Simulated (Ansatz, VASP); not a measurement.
Two plane-wave programs on YMn2

File INCAR:

```
ALGO = Normal
EDIFF = 1E-6
ENCUT = 520
GGA = PE
ISIF = 2
ISMEAR = 0
ISPIN = 2
LASPH = True
LCHARG = False
LMAXMIX = 4
LORBIT = 11
LREAL = False
LWAVE = False
MAGMOM = 0 4 4
NBANDS = 30
NELM = 150
PREC = Accurate
SIGMA = 0.1
```

KPOINTS

```
k-points
0
Gamma
  4 4 4
```

POSCAR

```
YMn2
1.0
    0.0000000000      3.2301690000      3.2301690000
    3.2301690000      0.0000000000      3.2301690000
    3.2301690000      3.2301690000      0.0000000000
Y Mn
1 2
Direct
    0.0000000000      0.0000000000      0.0000000000
    0.5000000000      0.5000000000      0.5000000000
    0.7500000000      0.7500000000      0.7500000000
```

Input for Ansatz:

```yaml
crystal:
  lattice:
    - [0.0, 3.230169, 3.230169]
    - [3.230169, 0.0, 3.230169]
    - [3.230169, 3.230169, 0.0]
  atoms:
    - { symbol: "Y", position: [0.0, 0.0, 0.0] }
    - { symbol: Mn, position: [0.5, 0.5, 0.5], spin: 4.0 }
    - { symbol: Mn, position: [0.75, 0.75, 0.75], spin: 4.0 }
basis:
  ecutwfc: 420
kpoints:
  mp_grid: { grid: [4, 4, 4] }
hamiltonian:
  xc: pbe
scf:
  occupations: { method: gaussian, width: 0.1 }
  lower_state_search: "off"
output:
  forces: true
  stress: true
  eigenvalues: true
  populations: true
magnetization:
  spin_polarized: true
```

Alike in both runs: task single point; functional PBE; k mesh 4 × 4 × 4; occupations gaussian, width 0.1 eV; collinear spin.

|  | VASP | Ansatz |
| --- | --- | --- |
| version | VASP 6.6.1 | Ansatz 0.2.0 |
| potentials or method | VASP PAW PBE potentials, release 64 (Y_sv, Mn_pv), cutoff 520 eV | scalar-relativistic, plane waves, PAW |
| valence electrons in the cell | 37 | 41 |

Ansatz gave:

```
gap on the k mesh at the Fermi level (eV)                     : none
pressure (GPa)                                                : -0.1
net moment per atom (μB)                                      : 2.23
size of the moment on the site where the two differ most (μB) : 0.16
```

Which values does VASP return?

gap on the k mesh at the Fermi level (eV): none; pressure (GPa): -0.2; net moment per atom (μB): 2.23; size of the moment on the site where the two differ most (μB): 0.23.

Site moments also hang on the region over which each program counts them. A gap of «none» marks a metal or a gap that the smearing closes. The functional is the same, so the differences come from potentials, cutoffs and numerics. VASP's potentials hold 37 valence electrons a cell and Ansatz's 41, so a difference there can come from the potentials and not from the codes.

The k mesh is coarse, so the values compare programs but aren't converged.
